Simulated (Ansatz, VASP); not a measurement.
## Si2W in VASP and in Ansatz

INCAR

```
SYSTEM = Si2W
PREC     = Accurate       ! precision mode
ENCUT    = 600            ! plane-wave cutoff, eV
EDIFF    = 1E-6           ! SCF threshold, eV
ISMEAR   = -1             ! smearing method
SIGMA    = 0.05           ! smearing width, eV
LREAL    = .FALSE.        ! projectors in reciprocal space
LASPH    = .TRUE.         ! aspherical terms in the spheres
NELM     = 80             ! most SCF steps
ALGO     = Normal         ! electronic algorithm
ISIF     = 3              ! what is computed and relaxed
LWAVE    = .FALSE.        ! write WAVECAR
LCHARG   = .FALSE.        ! write CHGCAR
GGA      = RE             ! functional
IBRION   = 2              ! ionic algorithm
NSW      = 60             ! ionic steps
EDIFFG   = -0.01          ! ionic threshold
```

The input KPOINTS:

```
Automatic mesh
0
G
  7 7 4
  0 0 0
```

File POSCAR:

```
Si2W
1.0
    4.6168523821      0.0000000000      0.0000000000
   -2.3084261911      3.9983114484      0.0000000000
    0.0000000000      0.0000000000      6.6532220000
W Si
3 6
Direct
    0.5000000000      0.0000000000      0.5000000000
    0.5000000000      0.5000000000      0.8333333333
    0.0000000000      0.5000000000      0.1666666667
    0.3272520000      0.1636260000      0.1666666667
    0.8363740000      0.1636260000      0.8333333333
    0.1636260000      0.3272520000      0.5000000000
    0.6727480000      0.8363740000      0.1666666667
    0.1636260000      0.8363740000      0.8333333333
    0.8363740000      0.6727480000      0.5000000000
```

File input.yaml:

```yaml
crystal:
  lattice:
    - [4.6168523821, 0.0, 0.0]
    - [-2.3084261911, 3.9983114484, 0.0]
    - [0.0, 0.0, 6.653222]
  atoms:
    - { symbol: W, position: [0.5, 0.0, 0.5] }
    - { symbol: W, position: [0.5, 0.5, 0.8333333333] }
    - { symbol: W, position: [0.0, 0.5, 0.1666666667] }
    - { symbol: Si, position: [0.327252, 0.163626, 0.1666666667] }
    - { symbol: Si, position: [0.836374, 0.163626, 0.8333333333] }
    - { symbol: Si, position: [0.163626, 0.327252, 0.5] }
    - { symbol: Si, position: [0.672748, 0.836374, 0.1666666667] }
    - { symbol: Si, position: [0.163626, 0.836374, 0.8333333333] }
    - { symbol: Si, position: [0.836374, 0.672748, 0.5] }
hamiltonian:
  xc: revpbe
  pseudopotentials: { kind: paw }
kpoints:
  mp_grid: { grid: [7, 7, 4] }
scf:
  occupations: { method: fermi_dirac, width: 0.05 }
output:
  forces: true
  stress: true
  eigenvalues: true
  write_density: true
  write_potential: true
  elf: true
  volumetric_format: npy
relax:
  f_tol: 0.01
  max_steps: 40
  cell: { stress_tol: 0.05 }
```

Alike in both runs: task relaxation of cell and atoms; functional revPBE; k mesh 7 × 7 × 4; occupations fermi-dirac, width 0.05 eV; no spin polarisation.

```csv
,VASP,Ansatz
version,VASP 6.6.1,Ansatz 0.2.0
potentials or method,"VASP PAW PBE potentials, release 64 (W_sv, Si)",Ansatz PAW
plane-wave cutoff (eV),600,420
valence electrons in the cell,66,66
```

```tsv
	VASP	Ansatz	Ansatz less VASP
gap on the k mesh at the Fermi level, each at its own relaxed structure (eV)	0.23	0.23	-0.002
relaxed volume (Å³/atom)	13.73	13.74	+0.012
relaxed length of the cell vector where the two differ most in proportion (Å)	4.626	4.629	+0.0023
```

VASP's potentials were made for PBE, not for revPBE.

Spin-orbit coupling is off throughout. Noted on Ansatz's run: odd divisions of the mesh miss points on the zone boundary, where band edges often lie, so the gap on the mesh can be too wide; the plane-wave basis is chosen anew once the cell has moved, so the energies of steps on either side of that aren't comparable.
